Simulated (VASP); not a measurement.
The system is HgTe.

```
Hg Te
1.0
     0.00000    3.22337    3.37686
     3.22337    0.00000    3.37686
     3.22337    3.22337    0.00000
Hg Te
1 1
Direct
  0.00000 0.00000 0.00000
  0.25000 0.25000 0.25000
```

This cell differs from its parent crystal: epitaxial xy strain -2.0%.

Base run:

```yaml
Program: VASP 6.6.1
Functional: PBE
Potentials_or_basis: VASP PAW PBE potentials, release 64 (Hg, Te)
Cutoff: 520 eV
k_mesh: 6 × 6 × 6
Occupations: fermi-dirac, width 0.02 eV
Spin: no spin polarisation
```

Its results: band gap on the k mesh zero (filled and empty bands touch); pressure 1.9 GPa.

Problem. The run is repeated on the same cell with these changes: functional from PBE to r2SCAN; further incar settings from ALGO = Normal; EDIFF = 1e-07; NBANDS = 16 to ALGO = Normal; EDIFF = 1e-06; NBANDS = 16. What comes out?

Solution. Band gap on the k mesh zero (filled and empty bands touch); pressure 0.6 GPa.

Caveats: spin-orbit coupling is left out, which moves the levels of the heavy elements; the PAW data sets were made with another functional, which shifts forces and pressure a little (some runs).
